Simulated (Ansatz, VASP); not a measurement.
One calculation of BiRu, two programs

```
CELL_PARAMETERS angstrom
0.00000 2.77474 2.77474
2.77474 0.00000 2.77474
2.77474 2.77474 0.00000
ATOMIC_POSITIONS crystal
Ru 0.00000 0.00000 0.00000
Bi 0.50000 0.50000 0.50000
```

Alike in both runs: task electric field gradients; functional PBEsol; k mesh 10 × 10 × 10; occupations fermi-dirac, width 0.05 eV; no spin polarisation.

|  | VASP | Ansatz |
| --- | --- | --- |
| version | VASP 6.6.1 | Ansatz 0.2.0 |
| potentials or method | VASP PAW PBE potentials, release 64 (Ru_pv, Bi_d) | PAW with Ansatz's default frozen-core files, scalar-relativistic |
| plane-wave cutoff (eV) | 520 | 420 |
| valence electrons in the cell | 29 | 31 |

VASP gave:

| Property | Result |
| --- | --- |
| pressure (GPa) | -5.3 |

Problem. Estimate Ansatz's values.

Solution. Pressure (GPa): -5.4.

VASP's potentials were made for PBE, not for PBEsol. VASP's potentials hold 29 valence electrons a cell and Ansatz's 31, so a difference there can come from the potentials and not from the codes.

Spin-orbit coupling is off throughout.
